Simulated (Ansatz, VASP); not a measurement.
**Two plane-wave programs on GaSb**

```
Ga Sb
1.0
     4.32129    0.00000    0.00000
     0.00000    6.11123    0.00000
     0.00000    0.00000   25.80323
Ga Sb
6 6
Direct
  0.50000 0.44146 0.31113
  0.00000 0.02219 0.37035
  0.50000 0.51632 0.46012
  0.00000 0.01631 0.53988
  0.50000 0.52219 0.62965
  0.00000 0.94146 0.68887
  0.00000 0.23390 0.27998
  0.50000 0.77077 0.37627
  0.00000 0.26537 0.45606
  0.50000 0.76537 0.54394
  0.00000 0.27077 0.62373
  0.50000 0.73390 0.72002
```

Alike in both runs: functional PBEsol; k mesh 8 × 6 × 1; occupations gaussian, width 0.1 eV; no spin polarisation.

Ansatz relaxed the structure, and its values are those at the end. VASP's run is a single point on that final structure, the one shown.

|  | VASP | Ansatz |
| --- | --- | --- |
| version | VASP 6.6.1 | Ansatz 0.2.0 |
| potentials or method | VASP PAW PBE potentials, release 64 (Ga_d, Sb), cutoff 520 eV | scalar-relativistic, plane waves, PAW |
| valence electrons in the cell | 108 | 168 |

|  | VASP | Ansatz | Ansatz less VASP |
| --- | --- | --- | --- |
| gap on the k mesh at the Fermi level (eV) | 0.44 | 0.45 | +0.006 |
| least direct gap on the mesh (eV) | 0.68 | 0.67 | -0.001 |
| rms of the force components (eV/Å) | 0.008 | 0.005 | -0.0038 |

VASP's potentials were made for PBE, not for PBEsol. VASP's potentials hold 108 valence electrons a cell and Ansatz's 168, so a difference there can come from the potentials and not from the codes. Ansatz's warnings: xc potential rough in thin density.

Spin-orbit coupling is off throughout.
